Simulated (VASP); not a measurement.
Wanted: the native input for a VASP 6.6.1 run.

- Task: relaxation of cell and atoms
- Functional: r2SCAN
- Potentials or basis: VASP PAW PBE potentials, release 64 (Os, C)
- Cutoff: 600 eV
- k mesh: 6 × 6 × 4
- Occupations: gaussian, width 0.1 eV
- Spin: no spin polarisation
- Dipole correction: no
- Further INCAR settings: ALGO = Normal; EDIFF = 1e-06; IBRION = 2; EDIFFG = -0.04; NSW = 90; ISIF = 3

Crystal: Os2C3.

```
Os C
1.0
     3.29585    0.00000    0.00000
    -1.64793    2.85429    0.00000
     0.00000    0.00000    5.12781
Os C
2 3
Direct
  0.33333 0.66667 0.24500
  0.66667 0.33333 0.75500
  0.00000 0.00000 0.00000
  0.33333 0.66667 0.64500
  0.66667 0.33333 0.35500
```

The input as run:

POSCAR

```
Os2C3
1.0
    3.2958544583      0.0000000000      0.0000000000
   -1.6479272291      2.8542936880      0.0000000000
    0.0000000000      0.0000000000      5.1278141698
Os C
2 3
Direct
    0.3333333333      0.6666666667      0.2450000000
    0.6666666667      0.3333333333      0.7550000000
    0.0000000000      0.0000000000      0.0000000000
    0.3333333333      0.6666666667      0.6450000000
    0.6666666667      0.3333333333      0.3550000000
```

INCAR.step1

```
  PREC = Accurate
  ENCUT = 600
  ISMEAR = 0
  SIGMA = 0.1
  LREAL = F
  LASPH = T
  NELM = 80
  GGA = PE
  ALGO = Normal
  EDIFF = 1E-4
  LWAVE = T
  LCHARG = F
```

INCAR.step2

```
  PREC = Accurate
  ENCUT = 600
  EDIFF = 1E-6
  ISMEAR = 0
  SIGMA = 0.1
  LREAL = F
  LASPH = T
  NELM = 80
  ALGO = Normal
  ISIF = 3
  LWAVE = F
  LCHARG = F
  METAGGA = R2SCAN
  LMIXTAU = T
  IBRION = 2
  NSW = 90
  EDIFFG = -0.04
  ISTART = 1
```

KPOINTS

```
regular mesh
0
Gamma
  6 6 4
```

Potentials or basis: VASP PAW PBE potentials, release 64 (Os, C).

Command:

```bash
$ cat potpaw_PBE.64/Os/POTCAR potpaw_PBE.64/C/POTCAR > POTCAR
$ cp INCAR.step1 INCAR
$ mpirun -np 1 vasp_std > vasp.out
$ cp INCAR.step2 INCAR
$ mpirun -np 1 vasp_std > vasp.out
```

It gave:

```json
{
  "Relaxed volume": "10.49 Å³/atom",
  "Relaxed cell": "a = 3.301 Å, b = 3.301 Å, c = 5.558 Å, α = 90.00°, β = 90.00°, γ = 120.00°",
  "Space group after relaxing (to 0.1 Å)": "P-3m1 (No. 164)",
  "Energy gained by relaxing": "96.6 meV/atom",
  "Ionic steps": "11",
  "Pressure after relaxing": "-0.1 GPa",
  "Largest force after relaxing": "0.037 eV/Å",
  "Band gap on the k mesh": "zero (bands 14 and 15 overlap by 1.03 eV)"
}
```

Caveat: the k points lie up to 0.37 Å⁻¹ apart in the final cell, too coarse for converged energies and pressures of a metal; the PAW data sets were made with another functional, which shifts forces and pressure a little; spin-orbit coupling is left out, which moves the levels of the heavy elements.

Run time: 9.4 min on 1 thread of Intel(R) Xeon(R) Platinum 8488C (Sapphire Rapids), on a shared host, peak memory 0.21 GiB.
